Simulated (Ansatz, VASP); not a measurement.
One calculation of ZnS, two programs

File INCAR:

```
  PREC = Accurate
  ENCUT = 520
  EDIFF = 1E-8
  ISMEAR = -1
  SIGMA = 0.01
  LREAL = False
  LASPH = True
  NELM = 80
  ALGO = Normal
  ISIF = 2
  LWAVE = False
  LCHARG = False
  GGA = PE
  LEFG = True
  NBANDS = 16
```

KPOINTS

```
Automatic mesh
0
Gamma
  8 8 8
```

The input POSCAR:

```
ZnS
1.0
    0.0000000000      2.7857895000      2.7046500000
    2.7857895000      0.0000000000      2.7046500000
    2.7857895000      2.7857895000      0.0000000000
Zn S
1 1
Direct
    0.0000000000      0.0000000000      0.0000000000
    0.7500000000      0.7500000000      0.7500000000
```

Input for Ansatz:

```yaml
crystal:
  lattice:
    - [0.0, 2.7857895, 2.70465]
    - [2.7857895, 0.0, 2.70465]
    - [2.7857895, 2.7857895, 0.0]
  atoms:
    - { symbol: Zn, position: [0.0, 0.0, 0.0] }
    - { symbol: S, position: [0.75, 0.75, 0.75] }
kpoints:
  mp_grid: { grid: [8, 8, 8] }
scf:
  occupations: { method: fermi_dirac, width: 0.01 }
hamiltonian:
  xc: pbe
  pseudopotentials: { kind: paw }
output:
  forces: true
  stress: true
  eigenvalues: true
  efg: { contact_densities: true }
```

Change from the starting cell: equal xx and yy strain of +3 %, PAW files.

Alike in both runs: task electric field gradients; functional PBE; k mesh 8 × 8 × 8; occupations fermi-dirac, width 0.01 eV; no spin polarisation.

|  | VASP | Ansatz |
| --- | --- | --- |
| version | VASP 6.6.1 | Ansatz 0.2.0 |
| potentials or method | VASP PAW PBE potentials, release 64 (Zn, S) | PAW with Ansatz's default frozen-core files, scalar-relativistic |
| plane-wave cutoff (eV) | 520 | 420 |
| valence electrons in the cell | 18 | 18 |

VASP gave:

- gap on the k mesh at the Fermi level (eV): 1.78
- pressure (GPa): -2.4
- traceless stress, the component that is largest in VASP (GPa): 0.78
- size of Vzz on the site where it differs most (V/Å²): 4.9

Problem. Estimate Ansatz's values.

Solution. gap on the k mesh at the Fermi level (eV): 1.78; pressure (GPa): -2.6; traceless stress, the component that is largest in VASP (GPa): 0.79; size of Vzz on the site where it differs most (V/Å²): 5.2.
